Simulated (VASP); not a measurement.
Wanted: the native input for a VASP 6.6.1 run.

| Quantity | Value |
| --- | --- |
| Task | single point |
| Functional | PBEsol |
| Potentials or basis | VASP PAW PBE potentials, release 64 (C) |
| Cutoff | 520 eV |
| k mesh | 15 × 15 × 15 |
| Occupations | gaussian, width 0.05 eV |
| Spin | no spin polarisation |
| Dipole correction | no |
| Further INCAR settings | ALGO = Normal; EDIFF = 1e-07; NBANDS = 11 |

The structure of C lies in POSCAR:

```
C
1.0
    1.2963871249      0.7484694555      3.0033301042
   -1.2963871249      0.7484694555      3.0033301042
    0.0000000000     -1.4969389110      3.0033301042
C
2
Direct
    0.1640000000      0.1640000000      0.1640000000
    0.8360000000      0.8360000000      0.8360000000
```

This cell differs from its parent crystal: ratio of the length along z to the lengths across it x 0.85, volume and fractional coordinates fixed.

One way to write it, as run:

INCAR

```
  PREC = Accurate
  ENCUT = 520
  EDIFF = 1E-7
  ISMEAR = 0
  SIGMA = 0.05
  LREAL = False
  LASPH = True
  NELM = 100
  ALGO = Normal
  ISIF = 2
  LWAVE = False
  LCHARG = False
  GGA = PS
  NBANDS = 11
```

KPOINTS

```
regular mesh
0
Gamma
  15 15 15
```

Potentials or basis: VASP PAW PBE potentials, release 64 (C).

Run with:

```bash
$ cat potpaw_PBE.64/C/POTCAR > POTCAR
$ mpirun -np 1 vasp_std > vasp.out
```

Results of the run:

```json
{
 "Pressure": "-36.7 GPa",
 "Largest force": "0.654 eV/Å",
 "Band gap on the k mesh": "0.39 eV, direct"
}
```

Caveat: the PAW data sets were made with another functional, which shifts forces and pressure a little.

It took 2.4 min on 1 thread of Intel Xeon 8259CL, with other jobs on the host, peak memory 0.18 GiB.
